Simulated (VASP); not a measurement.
# Al (Fm-3m) in VASP: further runs

The runs below take Al through single point, relaxation of volume and atoms at fixed shape, with revpbe exchange, pbe correlation.

Program: VASP 6.6.1. These are calculated values, not measurements. Logs are shortened: lines on timing, memory, paths and dates and some standing lists are left out, and cuts for length are marked.

## 1. The cell of the first run

It takes space group Fm-3m (No. 225, cubic). The conventional cell has a = 4.048 Å, b = 4.048 Å, c = 4.048 Å, α = 90.00°, β = 90.00°, γ = 90.00°. Al (site symmetry m-3m) has 12 Al at 2.86 Å within 3.8 Å.

## 2. Single point, revpbe exchange, pbe correlation

Input file INCAR:

```
PREC = Accurate
ENCUT = 500
EDIFF = 1E-6
ISMEAR = -1
SIGMA = 0.02
LREAL = F
LASPH = T
NELM = 120
ALGO = Normal
ISIF = 2
LWAVE = F
LCHARG = F
GGA = LIBXC
LIBXC1 = GGA_X_PBE_R
LIBXC2 = GGA_C_PBE
NBANDS = 8
GGA_COMPAT = F
```

Input file KPOINTS:

```
regular mesh
0
Gamma
  7 7 7
```

Input file POSCAR:

```
Al
1.0
    0.0000000000      2.0240853503      2.0240853503
    2.0240853503      0.0000000000      2.0240853503
    2.0240853503      2.0240853503      0.0000000000
Al
1
Direct
    0.0000000000      0.0000000000      0.0000000000
```

Potentials or basis: VASP PAW PBE potentials, release 64 (Al).

Started as:

```bash
> cat potpaw_PBE.64/Al/POTCAR > POTCAR
> mpirun -np 1 vasp_std > vasp.out
```

OUTCAR:

```text
PREC = Accurate
   ENCUT = 500
   EDIFF = 1E-6
   ISMEAR = -1
   LREAL = F
   LASPH = T
   NELM = 120
   ISIF = 2
   GGA = LIBXC

 ion  position               nearest neighbor table
   1  0.000  0.000  0.000-

  LATTYP: Found a face centered cubic cell.
 ALAT       =     4.0481707006

  Lattice vectors:

 A1 = (   0.0000000000,   2.0240853503,   2.0240853503)
 A2 = (   2.0240853503,   0.0000000000,   2.0240853503)
 A3 = (   2.0240853503,   2.0240853503,   0.0000000000)

Analysis of symmetry for initial positions (statically):
=====================================================================
 Subroutine PRICEL returns:
 Original cell was already a primitive cell.

 Routine SETGRP: Setting up the symmetry group for a
 face centered cubic supercell.

 Subroutine GETGRP returns: Found 48 space group operations
 (whereof 48 operations were pure point group operations)
 out of a pool of 48 trial point group operations.

The static configuration has the point symmetry O_h .

Analysis of symmetry for dynamics (positions and initial velocities):
=====================================================================
 Subroutine PRICEL returns:
 Original cell was already a primitive cell.

 Routine SETGRP: Setting up the symmetry group for a
 face centered cubic supercell.

 Subroutine GETGRP returns: Found 48 space group operations
 (whereof 48 operations were pure point group operations)
 out of a pool of 48 trial point group operations.

The dynamic configuration has the point symmetry O_h .

 Subroutine INISYM returns: Found 48 space group operations
 (whereof 48 operations are pure point group operations),
 and found     1 'primitive' translations

----------------------------------------------------------------------------------------

                                     Primitive cell

  volume of cell :      16.5850

  direct lattice vectors                    reciprocal lattice vectors
     0.000000000  2.024085350  2.024085350    -0.247025156  0.247025156  0.247025156
     2.024085350  0.000000000  2.024085350     0.247025156 -0.247025156  0.247025156
     2.024085350  2.024085350  0.000000000     0.247025156  0.247025156 -0.247025156

  length of vectors
     2.862488954  2.862488954  2.862488954     0.427860121  0.427860121  0.427860121

  position of ions in fractional coordinates (direct lattice)
     0.000000000  0.000000000  0.000000000

  ion indices of the primitive-cell ions
   primitive index   ion index
                 1           1

----------------------------------------------------------------------------------------

 KPOINTS: regular mesh

Automatic generation of k-mesh.
 Grid dimensions read from file:
 generate k-points for:    7    7    7

 Generating k-lattice:

  Cartesian coordinates                     Fractional coordinates (reciprocal lattice)
    -0.035289308  0.035289308  0.035289308     0.142857143  0.000000000  0.000000000
     0.035289308 -0.035289308  0.035289308     0.000000000  0.142857143  0.000000000
     0.035289308  0.035289308 -0.035289308     0.000000000  0.000000000  0.142857143

  Length of vectors
     0.061122874  0.061122874  0.061122874

  Shift w.r.t. Gamma in fractional coordinates (k-lattice)
     0.000000000  0.000000000  0.000000000

 Subroutine IBZKPT returns following result:
 ===========================================

 Found     20 irreducible k-points:

 Following reciprocal coordinates:
            Coordinates               Weight
  0.000000  0.000000  0.000000      1.000000
  0.142857  0.000000  0.000000      8.000000
  0.285714  0.000000  0.000000      8.000000
  0.428571  0.000000  0.000000      8.000000
  0.142857  0.142857  0.000000      6.000000
  0.285714  0.142857  0.000000     24.000000
[... 12 lines left out ...]
 -0.428571  0.428571  0.142857     24.000000
 -0.285714  0.428571  0.142857     24.000000
   k-points           NKPTS =     20   k-points in BZ     NKDIM =     20   number of bands    NBANDS=      8
   number of dos      NEDOS =    301   number of ions     NIONS =      1
   total plane-waves  NPLWV =  13824
   dimension x,y,z NGX =    24 NGY =   24 NGZ =   24
   dimension x,y,z NGXF=    48 NGYF=   48 NGZF=   48
   ions per type =               1
   NGX,Y,Z   is equivalent  to a cutoff of  13.94, 13.94, 13.94 a.u.
   NGXF,Y,Z  is equivalent  to a cutoff of  27.88, 27.88, 27.88 a.u.
 SYSTEM =  unknown system
   PREC   = accura    normal or accurate (medium, high low for compatibility)
   ISTART =      0    job   : 0-new  1-cont  2-samecut
   ICHARG =      2    charge: 1-file 2-atom 10-const
   ISPIN  =      1    spin polarized calculation?
   LNONCOLLINEAR =      F non collinear calculations
   LSORBIT =      F    spin-orbit coupling
   LASPH  =      T    aspherical Exc in radial PAW
   ENCUT  =  500.0 eV  36.75 Ry    6.06 a.u.   5.22  5.22  5.22*2*pi/ulx,y,z
   NELM   =    120;   NELMIN=  2; NELMDL= -5     # of ELM steps
   EDIFF  = 0.1E-05   stopping-criterion for ELM
   LREAL  =      F    real-space projection
   EDIFFG = 0.1E-04   stopping-criterion for IOM
   NSW    =      0    number of steps for IOM
   IBRION =     -1    ionic relax: 0-MD 1-quasi-New 2-CG
   NFREE  =      0    steps in history (QN), initial steepest desc. (CG)
   ISIF   =      2    stress and relaxation
   ISYM   =      2    0-nonsym 1-usesym 2-fastsym
   POTIM  = 0.5000    time-step for ionic-motion
   TEBEG  =    0.0;   TEEND  =   0.0 temperature during run
   PSTRESS=    0.0 pullay stress
   NELECT =       3.0000    total number of electrons
   NUPDOWN=      -1.0000    fix difference up-down
   EMIN   =  10.00;   EMAX   =-10.00  energy-range for DOS
   EFERMI =   0.00;   METHOD = LEGACY
   ISMEAR =    -1;   SIGMA  =   0.02  broadening in eV -4-tet -1-fermi 0-gaus
   EFERMI_NEDOS =   21; number of points for ismear=-14 and -15
   IALGO  =     38    algorithm
   IMIX   =      4    mixing-type and parameters
     AMIX     =   0.40;   BMIX     =  1.00
     AMIX_MAG =   1.60;   BMIX_MAG =  1.00
  volume/ion in A,a.u.               =      16.59       111.92
  Fermi-wavevector in a.u.,A,eV,Ry     =   0.925855  1.749613 11.663022  0.857208
  Thomas-Fermi vector in A             =   2.051755
   LORBIT       =      0    0 simple, 1 ext, 2 COOP (PROOUT), +10 PAW based schemes
   GGA     = LIBXC    functional components
   LHFCALC =     F    Hartree Fock is set to
   AEXX    =    0.0000 exact exchange contribution
   IVDW    =     0    specifies the selected vdW correction
   LEPSILON=     F    determine dielectric tensor
   LRPA    =     F    only Hartree local field effects (RPA)
 non-spin polarized calculation
  energy-cutoff  :      500.00
  volume of cell :       16.59
 maximum number of plane-waves:       431
 NGX is ok and might be reduce to    24
   NGX = 11   NGY = 11   NGZ = 11

 number of electron       3.0000000 magnetization

 Free energy of the ion-electron system (eV)
  ---------------------------------------------------
  ext. energy  EPLUGINS =         0.00000000
  ---------------------------------------------------
  free energy    TOTEN  =        -3.59997003 eV

  energy without entropy =       -3.59891656  energy(sigma->0) =       -3.59944330

 E-fermi :   8.1570     XC(G=0): -10.1353

 val. band max:        8.1480080857   @ k =  -0.2857   0.2857   0.0000
 cond. band min:       8.2558335596   @ k =  -0.2857   0.4286   0.1429
 fundamental gap:      0.1078254738
 Fermi energy:         8.1570216751

 k-point     1 :       0.0000    0.0000    0.0000
  band No.  band energies     occupation
      1      -3.0781      2.00000
      2      20.5931      0.00000
      3      20.5931      0.00000
      4      20.5931      0.00000
      5      22.1520      0.00000
      6      22.1520      0.00000
      7      22.1520      0.00000
      8      24.3945      0.00000

 k-point     2 :       0.1429    0.0000    0.0000
  band No.  band energies     occupation
      1      -2.5259      2.00000
      2      15.5967      0.00000
      3      19.5271      0.00000
      4      19.5271      0.00000
      5      22.6575      0.00000
      6      23.9336      0.00000
      7      23.9336      0.00000
      8      25.3555      0.00000

 k-point     3 :       0.2857    0.0000    0.0000
  band No.  band energies     occupation
      1      -0.8821      2.00000
      2      10.1610      0.00000
      3      18.8164      0.00000
      4      18.8164      0.00000
      5      22.1300      0.00000
      6      22.1300      0.00000
      7      22.2942      0.00000
      8      26.0980      0.00000

 k-point     4 :       0.4286    0.0000    0.0000
  band No.  band energies     occupation
      1       1.8160      2.00000
      2       5.5274      2.00000
      3      19.0007      0.00000
      4      19.0007      0.00000
      5      20.1120      0.00000
      6      20.1120      0.00000
      7      22.6392      0.00000
      8      23.9579      0.00000

 k-point     5 :       0.1429    0.1429    0.0000
  band No.  band energies     occupation
      1      -2.3423      2.00000
      2      17.5237      0.00000
      3      17.5237      0.00000
      4      17.6933      0.00000
      5      20.7181      0.00000
      6      21.6882      0.00000
      7      26.2626      0.00000
      8      26.2626      0.00000
[... 133 lines left out ...]
 k-point    18 :      -0.4286    0.2857    0.1429
  band No.  band energies     occupation
      1       3.2279      2.00000
      2       6.8722      2.00000
      3      11.8772      0.00000
      4      13.1533      0.00000
      5      21.2750      0.00000
      6      22.5397      0.00000
      7      25.9435      0.00000
      8      29.7988      0.00000

 k-point    19 :      -0.4286    0.4286    0.1429
  band No.  band energies     occupation
      1       4.0797      2.00000
      2       9.1236      0.00000
      3       9.5067      0.00000
      4      11.1069      0.00000
      5      19.0457      0.00000
      6      21.0443      0.00000
      7      27.7100      0.00000
      8      31.5418      0.00000

 k-point    20 :      -0.2857    0.4286    0.1429
  band No.  band energies     occupation
      1       6.1471      2.00000
      2       6.7919      2.00000
      3       8.2558      0.01420
      4      11.3163      0.00000
      5      20.6888      0.00000
      6      25.1308      0.00000
      7      25.7279      0.00000
      8      27.3775      0.00000

------------------------ aborting loop because EDIFF is reached ----------------------------------------

  FORCE on cell =-STRESS in cart. coord.  units (eV):
  Direction    XX          YY          ZZ          XY          YZ          ZX
  --------------------------------------------------------------------------------------
  -------------------------------------------------------------------------------------
  Total       -0.0153118     -0.0153118     -0.0153118      0.0000000     -0.0000000      0.0000000
  in kB       -1.4791779     -1.4791779     -1.4791779      0.0000000     -0.0000000      0.0000000
  external PRESSURE =      -1.4791779 kB  Pullay stress =       0.0000000 kB

 VOLUME and BASIS-vectors are now :
 -----------------------------------------------------------------------------
  energy-cutoff  :      500.00
  volume of cell :       16.59
      direct lattice vectors                 reciprocal lattice vectors
     0.000000000  2.024085350  2.024085350    -0.247025156  0.247025156  0.247025156
     2.024085350  0.000000000  2.024085350     0.247025156 -0.247025156  0.247025156
     2.024085350  2.024085350  0.000000000     0.247025156  0.247025156 -0.247025156

 POSITION                                       TOTAL-FORCE (eV/Angst)
 -----------------------------------------------------------------------------------
      0.00000      0.00000      0.00000         0.000000      0.000000     -0.000000
 -----------------------------------------------------------------------------------
    total drift:                               -0.000000      0.000000      0.000000

  FREE ENERGIE OF THE ION-ELECTRON SYSTEM (eV)
  ---------------------------------------------------
  free  energy   TOTEN  =        -3.5999700324 eV

  energy  without entropy=       -3.5989165630  energy(sigma->0) =       -3.59944330
```

Wall time 3 s (1 thread of Intel Xeon Platinum 8488C (Sapphire Rapids), shared host); peak memory 0.12 GiB.

Results:

```
Free energy            : -3.6000 eV
Pressure               : -0.1 GPa
Band gap on the k mesh : zero (an odd number of electrons rules out a gap without spin polarisation)
```

Caveat: the k points lie up to 0.38 Å⁻¹ apart, too coarse for converged energies and pressures of a metal; the PAW data sets were made with another functional, which shifts forces and pressure a little.

## 3. Relaxation of volume and atoms at fixed shape, revpbe exchange, pbe correlation

Input file INCAR:

```
ALGO = Normal ; EDIFF = 1E-7
EDIFFG = -0.02 ; ENCUT = 500
GGA = LIBXC ; GGA_COMPAT = False
IBRION = 2 ; ISIF = 8
ISMEAR = -1 ; LASPH = True
LCHARG = False ; LIBXC1 = GGA_X_PBE_R
LIBXC2 = GGA_C_PBE ; LREAL = False
LWAVE = False ; NELM = 120
NELMIN = 4 ; NSW = 60
PREC = Accurate ; SIGMA = 0.02
```

Input file KPOINTS:

```
k-points
0
Gamma
  7 7 7
```

Input file POSCAR:

```
Al
1.0
    0.0000000000      2.0248050000      2.0248050000
    2.0248050000      0.0000000000      2.0248050000
    2.0248050000      2.0248050000      0.0000000000
Al
1
Direct
    0.0000000000      0.0000000000      0.0000000000
```

Potentials or basis: VASP PAW PBE potentials, release 64 (Al).

Started as:

```bash
> cat potpaw_PBE.64/Al/POTCAR > POTCAR
> mpirun -np 1 vasp_std > vasp.out
```

OUTCAR:

```text
EDIFF = 1E-7
   EDIFFG = -0.02
   ENCUT = 500
   GGA = LIBXC
   IBRION = 2
   ISIF = 8
   ISMEAR = -1
   LASPH = True
   LREAL = False
   NELM = 120
   NELMIN = 4
   NSW = 60
   PREC = Accurate

 ion  position               nearest neighbor table
   1  0.000  0.000  0.000-

  LATTYP: Found a face centered cubic cell.
 ALAT       =     4.0496100000

  Lattice vectors:

 A1 = (   0.0000000000,   2.0248050000,   2.0248050000)
 A2 = (   2.0248050000,   0.0000000000,   2.0248050000)
[... 380 lines left out ...]
      5      20.7342      0.00000

------------------------ aborting loop because EDIFF is reached ----------------------------------------

  FORCE on cell =-STRESS in cart. coord.  units (eV):
  Direction    XX          YY          ZZ          XY          YZ          ZX
  --------------------------------------------------------------------------------------
  -------------------------------------------------------------------------------------
  Total        0.0051522      0.0051522      0.0051522      0.0000000      0.0000000      0.0000000
  in kB        0.4989381      0.4989381      0.4989381      0.0000000      0.0000000      0.0000000
  external PRESSURE =       0.4989381 kB  Pullay stress =       0.0000000 kB

 VOLUME and BASIS-vectors are now :
 -----------------------------------------------------------------------------
  energy-cutoff  :      500.00
  volume of cell :       16.54
      direct lattice vectors                 reciprocal lattice vectors
     0.000000000  2.022437963  2.022437963    -0.247226372  0.247226372  0.247226372
     2.022437963  0.000000000  2.022437963     0.247226372 -0.247226372  0.247226372
     2.022437963  2.022437963  0.000000000     0.247226372  0.247226372 -0.247226372

 POSITION                                       TOTAL-FORCE (eV/Angst)
 -----------------------------------------------------------------------------------
      2.02244      2.02244      0.00000        -0.000000     -0.000000      0.000000
 -----------------------------------------------------------------------------------
    total drift:                               -0.000000     -0.000000      0.000000

  FREE ENERGIE OF THE ION-ELECTRON SYSTEM (eV)
  ---------------------------------------------------
  free  energy   TOTEN  =        -3.5999833003 eV

  energy  without entropy=       -3.5989522524  energy(sigma->0) =       -3.59946778

 reached required accuracy - stopping structural energy minimisation
```

CONTCAR:

```text
Al
   1.00000000000000
     0.0000000000000000    2.0224379630529885    2.0224379630529885
     2.0224379630529885    0.0000000000000000    2.0224379630529885
     2.0224379630529885    2.0224379630529885    0.0000000000000000
  Al
     1
Direct
     0.0000000000000000    0.0000000000000000    1.0000000000000000

  0.00000000E+00  0.00000000E+00  0.00000000E+00
```

Wall time 5.1 s (1 thread of Intel Xeon Platinum 8488C (Sapphire Rapids), shared host); peak memory 0.13 GiB.

Results:

| Item | Value |
| --- | --- |
| Free energy | -3.6000 eV |
| Relaxed volume | 16.54 Å³/atom |
| Relaxed cell | a = 2.860 Å, b = 2.860 Å, c = 2.860 Å, α = 60.00°, β = 60.00°, γ = 60.00° |
| Space group after relaxing (to 0.1 Å) | Fm-3m (No. 225) |
| Energy gained by relaxing | 0.0 meV/atom |
| Ionic steps | 2 |
| Pressure after relaxing | 0.0 GPa |
| Band gap on the k mesh | zero (an odd number of electrons rules out a gap without spin polarisation) |

Final structure:
```cif
data_structure
_symmetry_space_group_name_H-M 'P 1'
_symmetry_Int_Tables_number 1
_cell_length_a 2.8602
_cell_length_b 2.8602
_cell_length_c 2.8602
_cell_angle_alpha 60.000
_cell_angle_beta 60.000
_cell_angle_gamma 60.000
_cell_volume 16.54
loop_
_atom_site_label
_atom_site_type_symbol
_atom_site_fract_x
_atom_site_fract_y
_atom_site_fract_z
_atom_site_occupancy
Al1 Al 0.00000 0.00000 0.00000 1
```

Caveat: the k points lie up to 0.38 Å⁻¹ apart in the final cell, too coarse for converged energies and pressures of a metal; the PAW data sets were made with another functional, which shifts forces and pressure a little.
